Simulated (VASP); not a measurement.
Write the native input for VASP 6.6.1 that does the following.

```
Task                   : single point
Functional             : PBE
Potentials or basis    : VASP PAW PBE potentials, release 64 (Na_pv)
Cutoff                 : 520 eV
k mesh                 : 14 × 14 × 14
Occupations            : fermi-dirac, width 0.08 eV
Spin                   : no spin polarisation
Dipole correction      : no
Further INCAR settings : ALGO = Normal; EDIFF = 1e-06; NBANDS = 10
```

The structure of Na lies in POSCAR:

```
Na
1.0
   -2.0036004399      2.0036004399      2.0036004399
    2.0036004399     -2.0036004399      2.0036004399
    2.0036004399      2.0036004399     -2.0036004399
Na
1
Direct
    0.0000000000      0.0000000000      0.0000000000
```

The input as run:

INCAR

```
ALGO     = Normal         # electronic algorithm
EDIFF    = 1E-6           # SCF threshold, eV
ENCUT    = 520            # plane-wave cutoff, eV
GGA      = PE             # functional
ISIF     = 2              # what is computed and relaxed
ISMEAR   = -1             # smearing method
LASPH    = True           # aspherical terms in the spheres
LCHARG   = False          # write CHGCAR
LREAL    = False          # projectors in reciprocal space
LWAVE    = False          # write WAVECAR
NBANDS   = 10             # bands
NELM     = 100            # most SCF steps
PREC     = Accurate       # precision mode
SIGMA    = 0.08           # smearing width, eV
```

KPOINTS

```
k-points
0
Gamma
  14 14 14
```

Potentials or basis: VASP PAW PBE potentials, release 64 (Na_pv).

Run with:

```sh
$ cat potpaw_PBE.64/Na_pv/POTCAR > POTCAR
$ mpirun -np 1 vasp_std > vasp.out
```

It gave:

The pressure is 1.4 GPa and the band gap on the k mesh is zero (an odd number of electrons rules out a gap without spin polarisation).

Wall time 32 s on 1 thread of Intel Xeon 8259CL, with other jobs on the host, peak memory 0.16 GiB.
